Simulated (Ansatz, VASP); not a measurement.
**Two plane-wave programs on KMnAg3C6N6**

```
K Mn Ag C N
1.0
     6.89040    0.00000    0.00000
    -3.44520    5.96726    0.00000
     0.00000    0.00000    8.16490
K Mn Ag C N
1 1 3 6 6
Direct
  0.33333 0.66667 0.00000
  0.00000 0.00000 0.00000
  0.50748 0.01495 0.50000
  0.98505 0.49252 0.50000
  0.50748 0.49252 0.50000
  0.34834 0.00649 0.28628
  0.99351 0.34185 0.28628
  0.65815 0.65166 0.28628
  0.99351 0.65166 0.71372
  0.65815 0.00649 0.71372
  0.34834 0.34185 0.71372
  0.25416 0.99688 0.16469
  0.00312 0.25728 0.16469
  0.74272 0.74584 0.16469
  0.00312 0.74584 0.83531
  0.74272 0.99688 0.83531
  0.25416 0.25728 0.83531
```

Alike in both runs: functional PBE; k mesh 5 × 5 × 4; occupations fermi-dirac, width 0.05 eV; collinear spin.

Ansatz relaxed the structure, and its values are those at the end. VASP's run is a single point on that final structure, the one shown.

|  | VASP | Ansatz |
| --- | --- | --- |
| version | VASP 6.6.1 | Ansatz 0.2.0 |
| potentials or method | VASP PAW PBE potentials, release 64 (K_sv, Mn_pv, Ag, C, N) | plane-wave PAW, scalar-relativistic |
| plane-wave cutoff (eV) | 520 | 420 |
| valence electrons in the cell | 109 | 135 |

Ansatz gave:

| Property | Result |
| --- | --- |
| pressure (GPa) | 0.3 |
| rms of the force components (eV/Å) | 0.003 |
| net moment per atom (μB) | 0.29 |
| size of the moment on the site where the two differ most (μB) | 4.14 |

Problem. What did VASP give for the same quantities?

Solution. Pressure (GPa): -2.2; rms of the force components (eV/Å): 0.574; net moment per atom (μB): 0.06; size of the moment on the site where the two differ most (μB): 1.02.

The net moments are unlike, so the other rows may belong to different states. Site moments also hang on the region over which each program counts them. VASP's potentials hold 109 valence electrons a cell and Ansatz's 135, so a difference there can come from the potentials and not from the codes. Ansatz's warnings: stress scf threshold loose.

Noted on VASP's run: the standard files for N, O and F lose accuracy on very short bonds.
